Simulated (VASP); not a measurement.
Input of a VASP 6.6.1 run:

Contents of INCAR:

```
SYSTEM = HfB
PREC = Accurate
ENCUT = 500
EDIFF = 1E-6
ISMEAR = -1
SIGMA = 0.1
LREAL = .False.
LASPH = .True.
NELM = 120
ALGO = Normal
ISIF = 2
LWAVE = .False.
LCHARG = .False.
GGA = PE
NBANDS = 14
GGA_COMPAT = .False.
```

The input KPOINTS:

```
regular mesh
0
Gamma
  7 7 7
  0 0 0
```

POSCAR

```
HfB
1.0
    0.0000000000      2.6227450478      2.6227450478
    2.6227450478      0.0000000000      2.6227450478
    2.6227450478      2.6227450478      0.0000000000
Hf B
1 1
Direct
    0.0000000000      0.0000000000      0.0000000000
    0.2500000000      0.2500000000      0.2500000000
```

Potentials or basis: VASP PAW PBE potentials, release 64 (Hf_pv, B).

Run with:

```console
$ cat potpaw_PBE.64/Hf_pv/POTCAR potpaw_PBE.64/B/POTCAR > POTCAR
$ mpirun -np 1 vasp_std > vasp.out
```

Predict the band gap on the k mesh.

zero (an odd number of electrons rules out a gap without spin polarisation).

Estimate the pressure.

0.0 GPa.

Caveat: spin-orbit coupling is left out, which moves the levels of the heavy elements.
